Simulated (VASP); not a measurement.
# Ru (Fd-3m) in VASP: a series of runs, part 2 of 2

VASP 6.6.1. Earlier steps stand in the parts before.

### Step 5. Single point, PBE

This run uses another cell than the first one, of 19.90 Å³/atom, 1.043 times its volume.

INCAR reads:

```
ALGO = Normal ; EDIFF = 1E-6
ENCUT = 520 ; GGA = PE
ISIF = 2 ; ISMEAR = -1
LASPH = T ; LCHARG = F
LREAL = F ; LWAVE = F
NBANDS = 21 ; NELM = 80
PREC = Accurate ; SIGMA = 0.06122561905347299
```

KPOINTS reads:

```
k-points
0
Gamma
  12 12 12
```

POSCAR reads:

```
Ru
1.0
    0.0000000000      2.7099272866      2.7099272866
    2.7099272866      0.0000000000      2.7099272866
    2.7099272866      2.7099272866      0.0000000000
Ru
2
Direct
    0.0000000000      0.0000000000      0.0000000000
    0.2500000000      0.2500000000      0.2500000000
```

Potentials or basis: VASP PAW PBE potentials, release 64 (Ru_pv).

Command:

```
cat potpaw_PBE.64/Ru_pv/POTCAR > POTCAR
mpirun -np 1 vasp_std > vasp.out
```

OUTCAR:

```text
EDIFF = 1E-6
   ENCUT = 520
   GGA = PE
   ISIF = 2
   ISMEAR = -1
   LASPH = T
   LREAL = F
   NELM = 80
   PREC = Accurate

 ion  position               nearest neighbor table
   1  0.000  0.000  0.000-   2 2.35   2 2.35   2 2.35   2 2.35
   2  0.250  0.250  0.250-   1 2.35   1 2.35   1 2.35   1 2.35

  LATTYP: Found a face centered cubic cell.
 ALAT       =     5.4198545732

  Lattice vectors:

 A1 = (   0.0000000000,   2.7099272866,   2.7099272866)
 A2 = (   2.7099272866,   0.0000000000,   2.7099272866)
 A3 = (   2.7099272866,   2.7099272866,   0.0000000000)

Analysis of symmetry for initial positions (statically):
=====================================================================
 Subroutine PRICEL returns:
 Original cell was already a primitive cell.

 Routine SETGRP: Setting up the symmetry group for a
 face centered cubic supercell.

 Subroutine GETGRP returns: Found 48 space group operations
 (whereof 24 operations were pure point group operations)
 out of a pool of 48 trial point group operations.

The static configuration has the point symmetry T_d .
 The point group associated with its full space group is O_h .

Analysis of symmetry for dynamics (positions and initial velocities):
=====================================================================
 Subroutine PRICEL returns:
 Original cell was already a primitive cell.

 Routine SETGRP: Setting up the symmetry group for a
 face centered cubic supercell.

 Subroutine GETGRP returns: Found 48 space group operations
 (whereof 24 operations were pure point group operations)
 out of a pool of 48 trial point group operations.

The dynamic configuration has the point symmetry T_d .
 The point group associated with its full space group is O_h .

 Subroutine INISYM returns: Found 48 space group operations
[... 98 lines left out ...]
   LREAL  =      F    real-space projection
   EDIFFG = 0.1E-04   stopping-criterion for IOM
   NSW    =      0    number of steps for IOM
   IBRION =     -1    ionic relax: 0-MD 1-quasi-New 2-CG
   NFREE  =      0    steps in history (QN), initial steepest desc. (CG)
   ISIF   =      2    stress and relaxation
   ISYM   =      2    0-nonsym 1-usesym 2-fastsym
   POTIM  = 0.5000    time-step for ionic-motion
   TEBEG  =    0.0;   TEEND  =   0.0 temperature during run
   PSTRESS=    0.0 pullay stress
   NELECT =      28.0000    total number of electrons
   NUPDOWN=      -1.0000    fix difference up-down
   EMIN   =  10.00;   EMAX   =-10.00  energy-range for DOS
   EFERMI =   0.00;   METHOD = LEGACY
   ISMEAR =    -1;   SIGMA  =   0.06  broadening in eV -4-tet -1-fermi 0-gaus
   EFERMI_NEDOS =   21; number of points for ismear=-14 and -15
   IALGO  =     38    algorithm
   IMIX   =      4    mixing-type and parameters
     AMIX     =   0.40;   BMIX     =  1.00
     AMIX_MAG =   1.60;   BMIX_MAG =  1.00
  volume/ion in A,a.u.               =      19.90       134.30
  Fermi-wavevector in a.u.,A,eV,Ry     =   1.455995  2.751432 28.843281  2.119921
  Thomas-Fermi vector in A             =   2.572965
   LORBIT       =      0    0 simple, 1 ext, 2 COOP (PROOUT), +10 PAW based schemes
   GGA     = PE    functional components
[... 5 lines left out ...]
 non-spin polarized calculation
  energy-cutoff  :      520.00
  volume of cell :       39.80
 maximum number of plane-waves:      1090
 NGX is ok and might be reduce to    30
   NGX = 15   NGY = 15   NGZ = 15

 number of electron      28.0000009 magnetization

 Free energy of the ion-electron system (eV)
  ---------------------------------------------------
  ext. energy  EPLUGINS =         0.00000000
  ---------------------------------------------------
  free energy    TOTEN  =       -16.09306645 eV

  energy without entropy =      -16.06985394  energy(sigma->0) =      -16.08146019

 E-fermi :   7.2595     XC(G=0): -11.4386

 val. band max:        7.2522800766   @ k =   0.4167   0.2500   0.0833
 cond. band min:       7.2596023343   @ k =   0.3333   0.0833   0.0000
 fundamental gap:      0.0073222577
 Fermi energy:         7.2594509067

 k-point     1 :       0.0000    0.0000    0.0000
  band No.  band energies     occupation
      1     -35.9201      2.00000
      2     -35.9201      2.00000
      3     -35.9201      2.00000
      4     -34.9992      2.00000
      5     -34.9992      2.00000
      6     -34.9992      2.00000
[... 565 lines left out ...]
     20      16.6446      0.00000
     21      18.1610      0.00000

 [... further k-points ...]
[... 5 lines left out ...]
  --------------------------------------------------------------------------------------
  -------------------------------------------------------------------------------------
  Total        0.8897328      0.8897328      0.8897328     -0.0000000      0.0000000      0.0000000
  in kB       35.8151910     35.8151910     35.8151910     -0.0000000      0.0000000      0.0000000
  external PRESSURE =      35.8151910 kB  Pullay stress =       0.0000000 kB

 VOLUME and BASIS-vectors are now :
 -----------------------------------------------------------------------------
  energy-cutoff  :      520.00
  volume of cell :       39.80
      direct lattice vectors                 reciprocal lattice vectors
     0.000000000  2.709927287  2.709927287    -0.184506796  0.184506796  0.184506796
     2.709927287  0.000000000  2.709927287     0.184506796 -0.184506796  0.184506796
     2.709927287  2.709927287  0.000000000     0.184506796  0.184506796 -0.184506796

 POSITION                                       TOTAL-FORCE (eV/Angst)
 -----------------------------------------------------------------------------------
      0.00000      0.00000      0.00000        -0.000000     -0.000000     -0.000000
      1.35496      1.35496      1.35496         0.000000      0.000000      0.000000
 -----------------------------------------------------------------------------------
    total drift:                                0.000000     -0.000000      0.000000

  FREE ENERGIE OF THE ION-ELECTRON SYSTEM (eV)
  ---------------------------------------------------
  free  energy   TOTEN  =       -16.0930664457 eV

  energy  without entropy=      -16.0698539355  energy(sigma->0) =      -16.08146019
```

OSZICAR:

```text
N       E                     dE             d eps       ncg     rms          rms(c)
DAV:   1     0.288967106508E+03    0.28897E+03   -0.16947E+04  3032   0.136E+03
DAV:   2    -0.110267502645E+02   -0.29999E+03   -0.29037E+03  3194   0.421E+02
DAV:   3    -0.165598792710E+02   -0.55331E+01   -0.54929E+01  3429   0.650E+01
DAV:   4    -0.166184829265E+02   -0.58604E-01   -0.58575E-01  3956   0.613E+00
DAV:   5    -0.166197327800E+02   -0.12499E-02   -0.12497E-02  3721   0.656E-01    0.121E+01
DAV:   6    -0.161306807716E+02    0.48905E+00   -0.14196E+00  3179   0.107E+01    0.423E+00
DAV:   7    -0.161002979806E+02    0.30383E-01   -0.52839E-02  3669   0.203E+00    0.169E+00
DAV:   8    -0.160929879159E+02    0.73101E-02   -0.12518E-02  3164   0.924E-01    0.109E-01
DAV:   9    -0.160930245949E+02   -0.36679E-04   -0.26477E-04  3669   0.157E-01    0.448E-02
DAV:  10    -0.160930667973E+02   -0.42202E-04   -0.29804E-05  3384   0.447E-02    0.310E-03
DAV:  11    -0.160930664457E+02    0.35157E-06   -0.74248E-07  2772   0.693E-03
   1 F= -.16093066E+02 E0= -.16081460E+02  d E =-.232125E-01
```

stdout:

```text
POSCAR found type information on POSCAR Ru
 POSCAR found :  1 types and       2 ions
 scaLAPACK will be used
 LDA part: xc-table for (Slater+PW92), standard interpolation
 POSCAR, INCAR and KPOINTS ok, starting setup
 FFT: planning ... GRIDC
 FFT: planning ... GRID_SOFT
 FFT: planning ... GRID
 WAVECAR not read
 entering main loop
```

Wall time 73 s (1 thread of AMD EPYC 7R43 (Zen 3), shared host); peak memory 0.16 GiB.

Results:

```yaml
Free_energy: -16.0931 eV
Pressure: 3.6 GPa
Band_gap_on_the_k_mesh: zero (band 14 reaches 7.62 eV, above the bottom of band 15 at 6.75 eV)
```

### Step 6. The runs side by side

| cell | gap on the mesh (eV) | pressure (GPa) |
| --- | --- | --- |
| a = 3.780 Å, angles 60.0°, 2 atoms | none | 11.9 |
| a = 3.806 Å, angles 60.0°, 2 atoms | none | 7.5 |
| a = 3.832 Å, angles 60.0°, 2 atoms | none | 3.6 |

Alike in all rows: task single point; level PBE; potentials or basis VASP PAW PBE potentials, release 64 (Ru_pv); no spin polarisation; k mesh 12 × 12 × 12; cutoff (eV) 520; smearing fermi-dirac 0.0612256 eV.

Absolute energies hang on the potentials; compare differences alone.
